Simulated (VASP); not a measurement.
Set up this calculation in VASP 6.6.1, as the native input.

- Task: relaxation of cell and atoms
- Functional: PBE
- Dispersion: D4
- Potentials or basis: VASP PAW PBE potentials, release 64 (Be, Se)
- Cutoff: 600 eV
- k mesh: 8 × 8 × 8
- Occupations: gaussian, width 0.02 eV
- Spin: no spin polarisation
- Dipole correction: no
- Further INCAR settings: ALGO = Normal; EDIFF = 1e-07; IBRION = 2; EDIFFG = -0.002; NSW = 100; ISIF = 3

The structure of BeSe (r.b) lies in POSCAR:

```
BeSe
1.0
    0.0000000000      2.5700000000      2.5700000000
    2.5700000000      0.0000000000      2.5700000000
    2.5700000000      2.5700000000      0.0000000000
Be Se
1 1
Direct
    0.0000000000      0.0000000000      0.0000000000
    0.2500000000      0.2500000000      0.2500000000
```

The input as run:

INCAR

```
SYSTEM = BeSe
PREC = Accurate
ENCUT = 600
EDIFF = 1E-7
ISMEAR = 0
SIGMA = 0.02
LREAL = .FALSE.
LASPH = .TRUE.
NELM = 120
ALGO = Normal
ISIF = 3
LWAVE = .FALSE.
LCHARG = .FALSE.
GGA = PE
IVDW = 13
IBRION = 2
NSW = 100
EDIFFG = -0.002
GGA_COMPAT = .FALSE.
NELMIN = 4
```

KPOINTS

```
Automatic mesh
0
G
  8 8 8
  0 0 0
```

Potentials or basis: VASP PAW PBE potentials, release 64 (Be, Se).

Run with:

```sh
$ cat potpaw_PBE.64/Be/POTCAR potpaw_PBE.64/Se/POTCAR > POTCAR
$ mpirun -np 1 vasp_std > vasp.out
```

Results of the run:

```json
{
 "Relaxed volume": "16.85 Å³/atom",
 "Relaxed cell": "a = 3.626 Å, b = 3.626 Å, c = 3.626 Å, α = 60.00°, β = 60.00°, γ = 60.00°",
 "Space group after relaxing (to 0.05 Å)": "F-43m (No. 216)",
 "Energy gained by relaxing": "0.2 meV/atom",
 "Ionic steps": "3",
 "Pressure after relaxing": "0.0 GPa",
 "Band gap on the k mesh": "2.60 eV, indirect (least direct gap 4.44 eV)",
 "Dispersion energy per atom": "-0.279 eV"
}
```

It took 15 s on 1 thread of Intel(R) Xeon(R) 6975P-C (Granite Rapids), with other jobs on the host, peak memory 0.17 GiB.
